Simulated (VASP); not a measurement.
# MoS2: single point with PBE

Crystal: MoS2.

```
CELL_PARAMETERS angstrom
1.59489 0.92081 6.32533
-1.59489 0.92081 6.32533
0.00000 -1.84162 6.32533
ATOMIC_POSITIONS crystal
Mo 0.00000 0.00000 0.00000
S 0.24885 0.24885 0.24885
S 0.75115 0.75115 0.75115
```

```yaml
Program: VASP 6.6.1
Task: single point
Functional: PBE
Potentials_or_basis: VASP PAW PBE potentials, release 64 (Mo_sv, S)
Cutoff: 520 eV
k_mesh: 6 × 6 × 6
Occupations: gaussian, width 0.1 eV
Spin: collinear spin
Starting_moments: "[1.0, 0.0, 0.0] μB"
Dipole_correction: no
Further_INCAR_settings: ALGO = Normal; EDIFF = 1e-07; NBANDS = 24
```

```
Pressure                                              : -1.4 GPa
Largest force                                         : 0.340 eV/Å
Band gap on the k mesh                                : zero (filled and empty bands overlap)
Net moment                                            : 0.00 μB per cell
Valence electrons inside the program's atomic spheres : Mo 12.35; S 3.68
```

Forces on the atoms (eV/Å):
```
Mo   0.000  0.000  0.000
S    0.000  0.000  0.340
S    0.000  0.000 -0.340
```

Stress tensor (GPa, compression positive):
```
-1.07  0.00  0.00
 0.00 -1.07  0.00
 0.00  0.00 -2.02
```

Levels at points of the mesh, in eV from the Fermi level:
Spin up:
| k point | band 9 | band 10 | band 11 | band 12 | band 13 | band 14 | band 15 | band 16 | band 17 | band 18 |
| --- | --- | --- | --- | --- | --- | --- | --- | --- | --- | --- |
| (0.00, 0.00, 0.00) | -3.56 | -1.73 | -1.21 | -0.70 | -0.70 | 0.02 | 0.02 | 3.22 | 3.22 | 6.40 |
| (0.50, 0.00, 0.00) | -4.92 | -3.79 | -2.63 | -1.83 | -1.29 | 1.26 | 2.03 | 3.26 | 3.96 | 5.66 |
| (0.50, 0.50, 0.00) | -4.39 | -3.72 | -2.68 | -2.08 | -1.48 | 1.26 | 1.83 | 3.62 | 4.80 | 4.83 |
| (0.50, 0.50, 0.50) | -3.54 | -3.54 | -0.69 | -0.69 | -0.18 | -0.07 | -0.07 | 3.32 | 3.32 | 6.45 |
Spin down:
| k point | band 9 | band 10 | band 11 | band 12 | band 13 | band 14 | band 15 | band 16 | band 17 | band 18 |
| --- | --- | --- | --- | --- | --- | --- | --- | --- | --- | --- |
| (0.00, 0.00, 0.00) | -3.56 | -1.73 | -1.21 | -0.70 | -0.70 | 0.02 | 0.02 | 3.22 | 3.22 | 6.40 |
| (0.50, 0.00, 0.00) | -4.92 | -3.79 | -2.63 | -1.83 | -1.29 | 1.26 | 2.03 | 3.26 | 3.96 | 5.66 |
| (0.50, 0.50, 0.00) | -4.39 | -3.72 | -2.68 | -2.08 | -1.48 | 1.26 | 1.83 | 3.62 | 4.80 | 4.83 |
| (0.50, 0.50, 0.50) | -3.54 | -3.54 | -0.69 | -0.69 | -0.18 | -0.07 | -0.07 | 3.32 | 3.32 | 6.45 |

Wall time 3.3 min on 1 thread of AMD EPYC 9R45 96-Core Processor (Zen 5), with other jobs on the host, peak memory 0.42 GiB.

Caveat: the k points lie up to 0.38 Å⁻¹ apart, too coarse for converged energies and pressures of a metal.
